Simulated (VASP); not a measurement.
# Ge (C2/c) in VASP: further runs, part 2 of 3

VASP 6.6.1. Earlier steps stand in the parts before.

## 3. Single point, RPBE

This run uses another cell than the first one, of 19.80 Å³/atom, 1.042 times its volume.

Contents of INCAR:

```
PREC = Accurate
ENCUT = 520
EDIFF = 1E-6
ISMEAR = -1
SIGMA = 0.1
LREAL = F
LASPH = T
NELM = 100
ALGO = Normal
ISIF = 2
LWAVE = F
LCHARG = T
GGA = RP
LELF = T
LVHAR = T
NBANDS = 21
```

Contents of KPOINTS:

```
Automatic mesh
0
Gamma
  14 14 10
```

Contents of POSCAR:

```
Ge
1.0
   -2.6100867877      2.6132347663      1.4437691740
    2.6132347663     -2.6100867877      1.4437691740
    2.6242645432      2.6242645432     -1.4380036454
Ge
2
Direct
    0.9997552703      0.0002447297      0.0000000000
    0.7502447297      0.2497552703      0.5000000000
```

Potentials or basis: VASP PAW PBE potentials, release 64 (Ge_d).

The run is started by

```sh
$ cat potpaw_PBE.64/Ge_d/POTCAR > POTCAR
$ mpirun -np 1 vasp_std > vasp.out
```

OUTCAR:

```text
PREC = Accurate
   ENCUT = 520
   EDIFF = 1E-6
   ISMEAR = -1
   LREAL = F
   LASPH = T
   NELM = 100
   ISIF = 2
   GGA = RP

 ion  position               nearest neighbor table
   1  1.000  0.000  0.000-   2 2.71   2 2.71   2 2.72   2 2.72
   2  0.750  0.250  0.500-   1 2.71   1 2.71   1 2.72   1 2.72

  LATTYP: Found a base centered monoclinic cell.
 ALAT       =     2.8875417799
 B/A-ratio  =     2.5581940437
 C/A-ratio  =     1.3783778133
 COS(beta)  =    -0.3598581844

  Lattice vectors:

 A1 = (  -2.6100867877,   2.6132347663,   1.4437691740)
 A2 = (   2.6132347663,  -2.6100867877,   1.4437691740)
 A3 = (   2.6242645432,   2.6242645432,  -1.4380036454)

Analysis of symmetry for initial positions (statically):
=====================================================================
 Subroutine PRICEL returns:
 Original cell was already a primitive cell.

 Routine SETGRP: Setting up the symmetry group for a
 base centered monoclinic supercell.

 Subroutine GETGRP returns: Found  4 space group operations
 (whereof  2 operations were pure point group operations)
 out of a pool of  4 trial point group operations.

The static configuration has the point symmetry C_2 .
 The point group associated with its full space group is C_2h.

Analysis of symmetry for dynamics (positions and initial velocities):
=====================================================================
 Subroutine PRICEL returns:
 Original cell was already a primitive cell.

 Routine SETGRP: Setting up the symmetry group for a
 base centered monoclinic supercell.

 Subroutine GETGRP returns: Found  4 space group operations
 (whereof  2 operations were pure point group operations)
 out of a pool of  4 trial point group operations.

The dynamic configuration has the point symmetry C_2 .
 The point group associated with its full space group is C_2h.

 Subroutine INISYM returns: Found  4 space group operations
 (whereof  2 operations are pure point group operations),
 and found     1 'primitive' translations

----------------------------------------------------------------------------------------

                                     Primitive cell

  volume of cell :      39.6042

  direct lattice vectors                    reciprocal lattice vectors
    -2.610086788  2.613234766  1.443769174    -0.000896822  0.190552238  0.346108986
     2.613234766 -2.610086788  1.443769174     0.190552238 -0.000896822  0.346108986
     2.624264543  2.624264543 -1.438003645     0.190415820  0.190415820 -0.000415181

  length of vectors
     3.965604419  3.965604419  3.980123524     0.395097949  0.395097949  0.269288955

  position of ions in fractional coordinates (direct lattice)
     0.999755270  0.000244730  1.000000000
     0.750244730  0.249755270  0.500000000

  ion indices of the primitive-cell ions
   primitive index   ion index
                 1           1
                 2           2

----------------------------------------------------------------------------------------

 KPOINTS: Automatic mesh

Automatic generation of k-mesh.
 Grid dimensions read from file:
 generate k-points for:   14   14   10

 Generating k-lattice:

  Cartesian coordinates                     Fractional coordinates (reciprocal lattice)
    -0.000064059  0.013610874  0.024722070     0.071428571  0.000000000  0.000000000
     0.013610874 -0.000064059  0.024722070     0.000000000  0.071428571  0.000000000
     0.019041582  0.019041582 -0.000041518     0.000000000  0.000000000  0.100000000

  Length of vectors
     0.028221282  0.028221282  0.026928895

  Shift w.r.t. Gamma in fractional coordinates (k-lattice)
     0.000000000  0.000000000  0.000000000

 Subroutine IBZKPT returns following result:
 ===========================================

 Found    534 irreducible k-points:

 Following reciprocal coordinates:
            Coordinates               Weight
  0.000000  0.000000  0.000000      1.000000
  0.071429  0.000000  0.000000      4.000000
  0.142857  0.000000  0.000000      4.000000
  0.214286  0.000000  0.000000      4.000000
  0.285714  0.000000  0.000000      4.000000
  0.357143  0.000000  0.000000      4.000000
[... 16 lines left out ...]
  0.214286  0.142857  0.000000      4.000000
  0.285714  0.142857  0.000000      4.000000
 [... further k-points ...]
   k-points           NKPTS =    534   k-points in BZ     NKDIM =    534   number of bands    NBANDS=     21
   number of dos      NEDOS =    301   number of ions     NIONS =      2
   total plane-waves  NPLWV =  27000
   dimension x,y,z NGX =    30 NGY =   30 NGZ =   30
   dimension x,y,z NGXF=    60 NGYF=   60 NGZF=   60
   ions per type =               2
   NGX,Y,Z   is equivalent  to a cutoff of  12.58, 12.58, 12.53 a.u.
   NGXF,Y,Z  is equivalent  to a cutoff of  25.15, 25.15, 25.06 a.u.
 SYSTEM =  unknown system
   PREC   = accura    normal or accurate (medium, high low for compatibility)
   ISTART =      0    job   : 0-new  1-cont  2-samecut
   ICHARG =      2    charge: 1-file 2-atom 10-const
   ISPIN  =      1    spin polarized calculation?
   LNONCOLLINEAR =      F non collinear calculations
   LSORBIT =      F    spin-orbit coupling
   LASPH  =      T    aspherical Exc in radial PAW
   ENCUT  =  520.0 eV  38.22 Ry    6.18 a.u.   7.37  7.37  7.40*2*pi/ulx,y,z
   NELM   =    100;   NELMIN=  2; NELMDL= -5     # of ELM steps
   EDIFF  = 0.1E-05   stopping-criterion for ELM
   LREAL  =      F    real-space projection
   EDIFFG = 0.1E-04   stopping-criterion for IOM
   NSW    =      0    number of steps for IOM
   IBRION =     -1    ionic relax: 0-MD 1-quasi-New 2-CG
   NFREE  =      0    steps in history (QN), initial steepest desc. (CG)
   ISIF   =      2    stress and relaxation
   ISYM   =      2    0-nonsym 1-usesym 2-fastsym
   POTIM  = 0.5000    time-step for ionic-motion
   TEBEG  =    0.0;   TEEND  =   0.0 temperature during run
   PSTRESS=    0.0 pullay stress
   NELECT =      28.0000    total number of electrons
   NUPDOWN=      -1.0000    fix difference up-down
   EMIN   =  10.00;   EMAX   =-10.00  energy-range for DOS
   EFERMI =   0.00;   METHOD = LEGACY
   ISMEAR =    -1;   SIGMA  =   0.10  broadening in eV -4-tet -1-fermi 0-gaus
   EFERMI_NEDOS =   21; number of points for ismear=-14 and -15
   IALGO  =     38    algorithm
   IMIX   =      4    mixing-type and parameters
     AMIX     =   0.40;   BMIX     =  1.00
     AMIX_MAG =   1.60;   BMIX_MAG =  1.00
  volume/ion in A,a.u.               =      19.80       133.63
  Fermi-wavevector in a.u.,A,eV,Ry     =   1.458412  2.756000 28.939138  2.126967
  Thomas-Fermi vector in A             =   2.575100
   LORBIT       =      0    0 simple, 1 ext, 2 COOP (PROOUT), +10 PAW based schemes
   GGA     = RP    functional components
   LHFCALC =     F    Hartree Fock is set to
   AEXX    =    0.0000 exact exchange contribution
   IVDW    =     0    specifies the selected vdW correction
   LEPSILON=     F    determine dielectric tensor
   LRPA    =     F    only Hartree local field effects (RPA)
 non-spin polarized calculation
  energy-cutoff  :      520.00
  volume of cell :       39.60
 maximum number of plane-waves:      1091
 NGX is ok and might be reduce to    30
   NGX = 15   NGY = 15   NGZ = 15

 number of electron      28.0000002 magnetization

 Free energy of the ion-electron system (eV)
  ---------------------------------------------------
  ext. energy  EPLUGINS =         0.00000000
  ---------------------------------------------------
  free energy    TOTEN  =        -7.85078321 eV

  energy without entropy =       -7.82138764  energy(sigma->0) =       -7.83608543

 E-fermi :   6.1747     XC(G=0): -10.8810

 val. band max:        6.1651619138   @ k =   0.1429   0.1429   0.0000
 cond. band min:       6.1877163646   @ k =  -0.1429   0.2143   0.3000
 fundamental gap:      0.0225544508
 Fermi energy:         6.1747098812

 k-point     1 :       0.0000    0.0000    0.0000
  band No.  band energies     occupation
      1     -18.5659      2.00000
      2     -18.5260      2.00000
      3     -18.5007      2.00000
      4     -18.4975      2.00000
      5     -18.4218      2.00000
      6     -18.4216      2.00000
[... 13 lines left out ...]
     20      17.5387      0.00000
     21      18.3953      0.00000
[... 529 lines left out ...]
 k-point    24 :       0.2857    0.1429    0.0000
  band No.  band energies     occupation
      1     -18.5390      2.00000
      2     -18.4887      2.00000
      3     -18.4692      2.00000
      4     -18.4654      2.00000
      5     -18.4497      2.00000
      6     -18.4438      2.00000
[... 13 lines left out ...]
     20      15.4566      0.00000
     21      16.8524      0.00000

 [... further k-points ...]

------------------------ aborting loop because EDIFF is reached ----------------------------------------

  FORCE on cell =-STRESS in cart. coord.  units (eV):
  Direction    XX          YY          ZZ          XY          YZ          ZX
  --------------------------------------------------------------------------------------
  -------------------------------------------------------------------------------------
  Total       -0.0875191     -0.0875191      0.0179943     -0.0853374     -0.0086382     -0.0086382
  in kB       -3.5405603     -3.5405603      0.7279527     -3.4522979     -0.3494563     -0.3494565
  external PRESSURE =      -2.1177226 kB  Pullay stress =       0.0000000 kB

 VOLUME and BASIS-vectors are now :
 -----------------------------------------------------------------------------
  energy-cutoff  :      520.00
  volume of cell :       39.60
      direct lattice vectors                 reciprocal lattice vectors
    -2.610086788  2.613234766  1.443769174    -0.000896822  0.190552238  0.346108986
     2.613234766 -2.610086788  1.443769174     0.190552238 -0.000896822  0.346108986
     2.624264543  2.624264543 -1.438003645     0.190415820  0.190415820 -0.000415181

 POSITION                                       TOTAL-FORCE (eV/Angst)
 -----------------------------------------------------------------------------------
     -2.60881      2.61196      1.44377        -0.007862      0.007862     -0.000000
      0.00660      2.62081      0.72477         0.007862     -0.007862      0.000000
 -----------------------------------------------------------------------------------
    total drift:                                0.000000      0.000000     -0.000000

  FREE ENERGIE OF THE ION-ELECTRON SYSTEM (eV)
  ---------------------------------------------------
  free  energy   TOTEN  =        -7.8507832058 eV

  energy  without entropy=       -7.8213876446  energy(sigma->0) =       -7.83608543
```

stdout:

```text
POSCAR found type information on POSCAR Ge
 POSCAR found :  1 types and       2 ions
 scaLAPACK will be used
 -----------------------------------------------------------------------------
|                                                                             |
|                                                                             |
|     You enforced a specific xc type in the INCAR file but a different       |
|     I HOPE YOU KNOW WHAT YOU ARE DOING!                                     |
|                                                                             |
 -----------------------------------------------------------------------------

 LDA part: xc-table for (Slater+PW92), standard interpolation
 POSCAR, INCAR and KPOINTS ok, starting setup
 FFT: planning ... GRIDC
 FFT: planning ... GRID_SOFT
 FFT: planning ... GRID
 WAVECAR not read
 entering main loop
```

Wall time 3.9 min (1 thread of Intel Xeon 6975P-C (Granite Rapids), shared host); peak memory 0.44 GiB.

What came out:

```
Free energy            : -7.8508 eV
Pressure               : -0.2 GPa
Largest force          : 0.011 eV/Å
Band gap on the k mesh : zero (band 14 reaches 7.99 eV, above the bottom of band 15 at 3.14 eV)
```

Forces in eV/Å, atoms in the order of the input:
```
Ge  -0.008  0.008  0.000
Ge   0.008 -0.008  0.000
```

Stress tensor (GPa, compression positive):
```
-0.35 -0.35 -0.03
-0.35 -0.35 -0.03
-0.03 -0.03  0.07
```

Caveat: the PAW data sets were made with another functional, which shifts forces and pressure a little.

## 4. Single point, RPBE (volume scaled by 1.04)

Contents of INCAR:

```
SYSTEM = Ge
PREC = Accurate
ENCUT = 520
EDIFF = 1E-6
ISMEAR = -1
SIGMA = 0.1
LREAL = .False.
LASPH = .True.
NELM = 60
ALGO = Normal
ISIF = 2
LWAVE = .False.
LCHARG = .False.
GGA = RP
NBANDS = 21
```

Contents of KPOINTS:

```
Automatic mesh
0
Gamma
  14 14 10
  0 0 0
```

Contents of POSCAR:

```
Ge
1.0
   -2.6444339737      2.6476233778      1.4627683156
    2.6476233778     -2.6444339737      1.4627683156
    2.6587983000      2.6587983000     -1.4569269161
Ge
2
Direct
    0.9997552703      0.0002447297      0.0000000000
    0.7502447297      0.2497552703      0.5000000000
```

The run is started by

```sh
$ cat potpaw_PBE.64/Ge_d/POTCAR > POTCAR
$ mpirun -np 1 vasp_std > vasp.out
```

It took 4.7 min on 1 thread of AMD EPYC 9R45 (Zen 5), shared host; peak memory 0.42 GiB.

The run converged. Its results:

```
Free energy            : -7.8399 eV
Pressure               : -2.4 GPa
Largest force          : 0.009 eV/Å
Band gap on the k mesh : zero (band 14 reaches 7.49 eV, above the bottom of band 15 at 2.90 eV)
```

Forces in eV/Å, atoms in the order of the input:
```
Ge  -0.006  0.006  0.000
Ge   0.006 -0.006  0.000
```

Stress tensor (GPa, compression positive):
```
-2.60 -0.32 -0.04
-0.32 -2.60 -0.04
-0.04 -0.04 -2.14
```

Levels at points of the mesh, in eV from the Fermi level:
```tsv
k point	band 11	band 12	band 13	band 14	band 15	band 16	band 17	band 18
(0.00, 0.00, 0.00)	-12.41	-4.16	-2.01	-1.93	3.56	7.08	7.11	7.15
(0.50, 0.00, 0.00)	-7.88	-6.03	-2.63	-1.68	-1.20	2.61	3.32	5.04
(0.50, 0.50, 0.00)	-9.87	-9.85	0.69	0.72	1.80	1.81	6.65	6.72
(0.00, 0.00, 0.50)	-9.88	-9.88	0.76	0.76	1.89	1.89	6.71	6.71
(0.50, 0.00, 0.50)	-7.85	-6.04	-2.64	-1.69	-1.22	2.60	3.25	5.05
(0.50, 0.50, 0.50)	-8.44	-8.44	-5.22	-5.22	5.45	5.45	10.10	10.10
```

Caveat: the cell differs from its parent crystal (volume scaled by 1.04); the PAW data sets were made with another functional, which shifts forces and pressure a little.

## 5. Single point, RPBE (volume scaled by 1.08)

Contents of INCAR:

```
PREC = Accurate
ENCUT = 520
EDIFF = 1E-7
ISMEAR = -1
SIGMA = 0.1
LREAL = F
LASPH = T
NELM = 60
ALGO = Normal
ISIF = 2
LWAVE = F
LCHARG = T
GGA = RP
LELF = T
LVHAR = T
NBANDS = 21
```

Contents of KPOINTS:

```
Automatic mesh
0
Gamma
  14 14 10
```

Contents of POSCAR:

```
Ge
1.0
   -2.6779113754      2.6811411560      1.4812863361
    2.6811411560     -2.6779113754      1.4812863361
    2.6924575479      2.6924575479     -1.4753709870
Ge
2
Direct
    0.9997552703      0.0002447297      0.0000000000
    0.7502447297      0.2497552703      0.5000000000
```

The run is started by

```sh
$ cat potpaw_PBE.64/Ge_d/POTCAR > POTCAR
$ mpirun -np 1 vasp_std > vasp.out
```

Run time: 6.4 min. Hardware: 1 thread of AMD EPYC 9R45 (Zen 5), shared host; peak memory 0.43 GiB.

Results (log left out):

- Free energy: -7.8092 eV
- Pressure: -4.0 GPa
- Largest force: 0.007 eV/Å
- Band gap on the k mesh: zero (band 14 reaches 7.04 eV, above the bottom of band 15 at 2.67 eV)

Forces in eV/Å, atoms in the order of the input:
```
Ge  -0.005  0.005  0.000
Ge   0.005 -0.005  0.000
```

Stress tensor (GPa, compression positive):
```
-4.19 -0.29 -0.05
-0.29 -4.19 -0.05
-0.05 -0.05 -3.71
```

Levels at points of the mesh, in eV from the Fermi level:
| k point | band 12 | band 13 | band 14 | band 15 | band 16 | band 17 |
| --- | --- | --- | --- | --- | --- | --- |
| (0.00, 0.00, 0.00) | -4.29 | -1.92 | -1.83 | 3.64 | 6.84 | 6.87 |
| (0.50, 0.00, 0.00) | -5.93 | -2.64 | -1.59 | -1.13 | 2.66 | 3.20 |
| (0.50, 0.50, 0.00) | -9.64 | 0.70 | 0.73 | 1.71 | 1.72 | 6.44 |
| (0.00, 0.00, 0.50) | -9.68 | 0.77 | 0.77 | 1.80 | 1.80 | 6.49 |
| (0.50, 0.00, 0.50) | -5.94 | -2.65 | -1.60 | -1.14 | 2.65 | 3.14 |
| (0.50, 0.50, 0.50) | -8.34 | -4.99 | -4.99 | 5.30 | 5.30 | 9.69 |

Caveat: the cell differs from its parent crystal (volume scaled by 1.08); the PAW data sets were made with another functional, which shifts forces and pressure a little.

## 6. Single point, RPBE (volume scaled by 0.88)

Contents of INCAR:

```
SYSTEM = Ge
PREC = Accurate
ENCUT = 520
EDIFF = 1E-7
ISMEAR = -1
SIGMA = 0.1
LREAL = .FALSE.
LASPH = .TRUE.
NELM = 60
ALGO = Normal
ISIF = 2
LWAVE = .FALSE.
LCHARG = .FALSE.
GGA = RP
NBANDS = 21
```

Contents of KPOINTS:

```
regular mesh
0
G
  14 14 10
  0 0 0
```

Contents of POSCAR:

```
Ge
1.0
   -2.5012043326      2.5042209900      1.3835408579
    2.5042209900     -2.5012043326      1.3835408579
    2.5147906485      2.5147906485     -1.3780158443
Ge
2
Direct
    0.9997552703      0.0002447297      0.0000000000
    0.7502447297      0.2497552703      0.5000000000
```

Potentials or basis: VASP PAW PBE potentials, release 64 (Ge_d).

The run is started by

```sh
$ cat potpaw_PBE.64/Ge_d/POTCAR > POTCAR
$ mpirun -np 1 vasp_std > vasp.out
```

Wall time 5.5 min (1 thread of Oxide Virtual Turin-like, shared host); peak memory 0.36 GiB.

It converged, with:

```
Free energy            : -7.7065 eV
Pressure               : 10.8 GPa
Largest force          : 0.020 eV/Å
Band gap on the k mesh : zero (band 14 reaches 9.72 eV, above the bottom of band 15 at 4.02 eV)
```

Forces in eV/Å, atoms in the order of the input:
```
Ge  -0.014  0.014  0.000
Ge   0.014 -0.014  0.000
```

Stress tensor (GPa, compression positive):
```
10.81 -0.45  0.00
-0.45 10.81  0.00
 0.00  0.00 10.83
```

Levels at points of the mesh, in eV from the Fermi level:
```csv
k point,band 12,band 13,band 14,band 15,band 16,band 17
"(0.00, 0.00, 0.00)",-3.58,-2.50,-2.40,3.18,8.21,8.24
"(0.50, 0.00, 0.00)",-6.71,-2.48,-2.10,-1.55,2.35,3.88
"(0.50, 0.50, 0.00)",-10.88,0.63,0.67,2.21,2.22,7.61
"(0.00, 0.00, 0.50)",-10.92,0.72,0.72,2.32,2.32,7.68
"(0.50, 0.00, 0.50)",-6.71,-2.50,-2.11,-1.57,2.34,3.81
"(0.50, 0.50, 0.50)",-8.96,-6.32,-6.32,6.09,6.09,12.08
```

Caveat: the cell differs from its parent crystal (volume scaled by 0.88); the PAW data sets were made with another functional, which shifts forces and pressure a little.

(Continued in part 3 of 3.)
